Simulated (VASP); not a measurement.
## C: single point with PBE

System: C, a slab with vacuum.

```
C
1.0
     2.46729    0.00000    0.00000
    -1.23365    2.13674    0.00000
     0.00000    0.00000   20.00000
C
2
Direct
  0.00000 0.00000 0.50000
  0.66667 0.33333 0.50000
```

```yaml
Program: VASP 6.6.1
Task: single point
Functional: PBE
Potentials_or_basis: VASP PAW PBE potentials, release 64 (C)
Cutoff: 520 eV
k_mesh: 15 × 15 × 1
Occupations: gaussian, width 0.05 eV
Spin: no spin polarisation
```

* Band gap on the k mesh: zero (filled and empty bands touch)

Levels at points of the mesh, in eV from the Fermi level:
```tsv
k point	band 1	band 2	band 3	band 4	band 5	band 6	band 7	band 8	band 9
(0.00, 0.00, 0.00)	-19.51	-7.61	-3.05	-3.05	3.27	4.06	4.41	5.34	5.77
```

Run time: 28 s on 1 thread of AMD EPYC 7R13 Processor (Zen 3) (shared host), peak memory 0.17 GiB.
